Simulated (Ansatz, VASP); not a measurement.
# Sb in VASP and in Ansatz

```
Sb
1.0
    -1.62987    1.62987    1.62987
     1.62987   -1.62987    1.62987
     1.62987    1.62987   -1.62987
Sb
1
Direct
  0.00000 0.00000 0.00000
```

Change from the starting cell: volume scaled by 0.68, PAW files.

Alike in both runs: task single point; functional LDA; k mesh 14 × 14 × 14; occupations fermi-dirac, width 0.08 eV; no spin polarisation.

|  | VASP | Ansatz |
| --- | --- | --- |
| version | VASP 6.6.1 | Ansatz 0.2.0 |
| potentials or method | VASP PAW LDA potentials, release 64 (Sb) | PAW with Ansatz's default frozen-core files, scalar-relativistic |
| plane-wave cutoff (eV) | 520 | 420 |
| valence electrons in the cell | 5 | 15 |

|  | VASP | Ansatz | Ansatz less VASP |
| --- | --- | --- | --- |
| pressure (GPa) | 69.4 | 67.3 | -2.10 |

LDA's correlation is that of Perdew and Zunger in VASP and of Perdew and Wang (1992) in Ansatz. Both programs put the cell under a high pressure, so it lies far from rest at this level. VASP's potentials hold 5 valence electrons a cell and Ansatz's 15, so a difference there can come from the potentials and not from the codes.

Spin-orbit coupling is off throughout. Noted on VASP's run: the cell as given lies far from equilibrium.
